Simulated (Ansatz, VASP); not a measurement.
Na2H3 in VASP and in Ansatz

Contents of INCAR:

```
SYSTEM = Na2H3
ALGO = Normal ; EDIFF = 1E-6
ENCUT = 520 ; GGA = PE
ISIF = 2 ; ISMEAR = 0
LASPH = .True. ; LCHARG = .False.
LREAL = .False. ; LWAVE = .False.
NBANDS = 16 ; NELM = 60
PREC = Accurate ; SIGMA = 0.1
```

The input KPOINTS:

```
k-points
0
Gamma
  4 4 2
  0 0 0
```

POSCAR

```
Na2H3
1.0
    4.2325263200      0.0000000000      0.0000000000
    0.0000000000      4.2325263200      0.0000000000
    0.0000000000      0.0000000000      8.4650526500
Na H
2 3
Direct
    0.0000000000      0.0000000000      0.7500000000
    0.0000000000      0.0000000000      0.2500000000
    0.5000000000      0.0000000000      0.7500000000
    0.0000000000      0.5000000000      0.2500000000
    0.0000000000      0.0000000000      0.0000000000
```

Input for Ansatz:

```yaml
crystal:
  lattice:
    - [4.23252632, 0.0, 0.0]
    - [0.0, 4.23252632, 0.0]
    - [0.0, 0.0, 8.46505265]
  atoms:
    - { symbol: Na, position: [0.0, 0.0, 0.75] }
    - { symbol: Na, position: [0.0, 0.0, 0.25] }
    - { symbol: H, position: [0.5, 0.0, 0.75] }
    - { symbol: H, position: [0.0, 0.5, 0.25] }
    - { symbol: H, position: [0.0, 0.0, 0.0] }
basis:
  ecutwfc: 420
kpoints:
  mp_grid: { grid: [4, 4, 2] }
hamiltonian:
  xc: pbe
scf:
  occupations: { method: gaussian, width: 0.1 }
  lower_state_search: "off"
output:
  forces: true
  stress: true
  eigenvalues: true
```

Change from the starting cell: ordered vacancies on the anion sites of rhenium trioxide (P-4m2, No. 115).

Alike in both runs: task single point; functional PBE; k mesh 4 × 4 × 2; occupations gaussian, width 0.1 eV; no spin polarisation.

|  | VASP | Ansatz |
| --- | --- | --- |
| version | VASP 6.6.1 | Ansatz 0.2.0 |
| potentials or method | VASP PAW PBE potentials, release 64 (Na_pv, H), cutoff 520 eV | scalar-relativistic, plane waves, PAW |
| valence electrons in the cell | 17 | 21 |

|  | VASP | Ansatz | Ansatz less VASP |
| --- | --- | --- | --- |
| gap on the k mesh at the Fermi level (eV) | none | none | - |
| pressure (GPa) | -0.3 | -0.3 | +0.02 |
| rms of the force components (eV/Å) | 0.101 | 0.101 | 0.0000 |

Atom by atom the forces differ by 0.001 eV/Å (rms over components). A gap of «none» marks a metal or a gap that the smearing closes. VASP's potentials hold 17 valence electrons a cell and Ansatz's 21, so a difference there can come from the potentials and not from the codes.

The k mesh is coarse, so the values compare programs but aren't converged.
